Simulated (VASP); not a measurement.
A run of VASP 6.6.1:

File INCAR:

```
SYSTEM = TiSi16
ALGO     = Normal         ! electronic algorithm
EDIFF    = 1E-7           ! SCF threshold, eV
ENCUT    = 520            ! plane-wave cutoff, eV
GGA      = PS             ! functional
ISIF     = 2              ! what is computed and relaxed
ISMEAR   = -1             ! smearing method
LASPH    = .TRUE.         ! aspherical terms in the spheres
LCHARG   = .FALSE.        ! write CHGCAR
LREAL    = Auto         
LWAVE    = .FALSE.        ! write WAVECAR
NBANDS   = 52             ! bands
NELM     = 100            ! most SCF steps
PREC     = Accurate       ! precision mode
SIGMA    = 0.02           ! smearing width, eV
```

File KPOINTS:

```
k-points
0
G
  2 2 2
  0 0 0
```

The input POSCAR:

```
TiSi16
1.0
    0.0000000000      5.4300000000      5.4300000000
    5.4300000000      0.0000000000      5.4300000000
    5.4300000000      5.4300000000      0.0000000000
Si Ti
16 1
Direct
    0.0499079190     -0.0068876611     -0.0103314917
    0.1197605893      0.1056353591      0.1581215470
   -0.0137569061     -0.0588397790      0.5493738490
    0.0797145488      0.1153867403      0.6381123389
    0.0054419890      0.4951657459     -0.0056813996
    0.1140607735      0.6189594843      0.1232136280
    0.0031952118      0.4791068140      0.4771915285
    0.1214180479      0.5578637201      0.6384346225
    0.5178176796     -0.0480570902      0.0280755064
    0.6345672192      0.0985819521      0.1355064457
    0.4399723757     -0.0261970534      0.4965285451
    0.6109852670      0.0715561694      0.6417955801
    0.5188766114      0.4887476980     -0.0109760589
    0.6291712707      0.5850828729      0.1505340700
    0.4954511971      0.4459116022      0.5200920810
    0.6161786372      0.6140607735      0.6171731123
    0.8424309392      0.8627992634      0.3723941068
```

Potentials or basis: VASP PAW PBE potentials, release 64 (Si, Ti_sv).

Run with:

```sh
$ cat potpaw_PBE.64/Si/POTCAR potpaw_PBE.64/Ti_sv/POTCAR > POTCAR
$ mpirun -np 1 vasp_std > vasp.out
```

Hardware: 1 thread of AMD EPYC 9R45 96-Core Processor (Zen 5) (shared host).

Problem. Estimate the wall time of this run.

Solution. Wall time 3.1 min on 1 thread of AMD EPYC 9R45 96-Core Processor (Zen 5), with other jobs on the host, peak memory 0.47 GiB. Counts: scf iterations 16, k points 8.
